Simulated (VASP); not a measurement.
Write the native input for VASP 6.6.1 that does the following.

```
Task                               : relaxation of cell and atoms
Functional                         : PBEsol-based screened hybrid
Potentials or basis                : VASP PAW PBE potentials, release 64 (Al)
Cutoff                             : 600 eV
k mesh                             : 6 × 6 × 6
Occupations                        : fermi-dirac, width 0.05 eV
Spin                               : no spin polarisation
Dipole correction                  : no
Grid for exact exchange (PRECFOCK) : Normal
Share of exact exchange            : 0.25
Further INCAR settings             : ALGO = Normal; EDIFF = 1e-06; IBRION = 2; EDIFFG = -0.01; NSW = 60; ISIF = 3
Screening parameter                : 0.207 1/Å
```

Al:

```
Al
1.0
    -0.02046    1.97065    2.04383
     2.00266    0.00997    2.01341
     2.05929    1.99687   -0.04667
Al
1
Cartesian
  0.0000 0.0000 0.0000
```

One way to write it, as run:

POSCAR

```
Al
1.0
   -0.0204552100      1.9706540500      2.0438328400
    2.0026569100      0.0099662700      2.0134113600
    2.0592944800      1.9968701300     -0.0466712900
Al
1
Direct
    0.0000000000      0.0000000000      0.0000000000
```

INCAR.step1

```
SYSTEM = Al
PREC = Accurate
ENCUT = 600
EDIFF = 1E-5
ISMEAR = -1
SIGMA = 0.05
LREAL = .FALSE.
LASPH = .TRUE.
NELM = 100
ALGO = Normal
LWAVE = .TRUE.
LCHARG = .FALSE.
GGA = PE
NBANDS = 8
```

INCAR.step2

```
SYSTEM = Al
PREC = Accurate
ENCUT = 600
EDIFF = 1E-6
ISMEAR = -1
SIGMA = 0.05
LREAL = .FALSE.
LASPH = .TRUE.
NELM = 100
ALGO = Normal
ISIF = 3
LWAVE = .FALSE.
LCHARG = .FALSE.
GGA = PS
LHFCALC = .TRUE.
AEXX = 0.25
HFSCREEN = 0.207
PRECFOCK = Normal
IBRION = 2
NSW = 60
EDIFFG = -0.01
ISTART = 1
```

KPOINTS

```
regular mesh
0
G
  6 6 6
  0 0 0
```

Potentials or basis: VASP PAW PBE potentials, release 64 (Al).

The run is started by

```sh
$ cat potpaw_PBE.64/Al/POTCAR > POTCAR
$ cp INCAR.step1 INCAR
$ mpirun -np 1 vasp_std > vasp.out
$ cp INCAR.step2 INCAR
$ mpirun -np 1 vasp_std > vasp.out
```

Results of the run:

The relaxed volume is 16.20 Å³/atom, the relaxed cell is a = 2.846 Å, b = 2.846 Å, c = 2.825 Å, α = 60.49°, β = 60.50°, γ = 59.23° and the space group after relaxing (to 0.05 Å) is I4/mmm (No. 139). The energy gained by relaxing is 16.3 meV/atom, the ionic steps are 10 and the pressure after relaxing is 0.0 GPa.

Caveat: the k points lie up to 0.45 Å⁻¹ apart in the final cell; the PAW data sets were made with another functional, which shifts forces and pressure a little.

Run time: 64 min on 1 thread of Intel(R) Xeon(R) Platinum 8259CL CPU @ 2.50GHz (Skylake/Cascade Lake), on a shared host, peak memory 0.25 GiB.
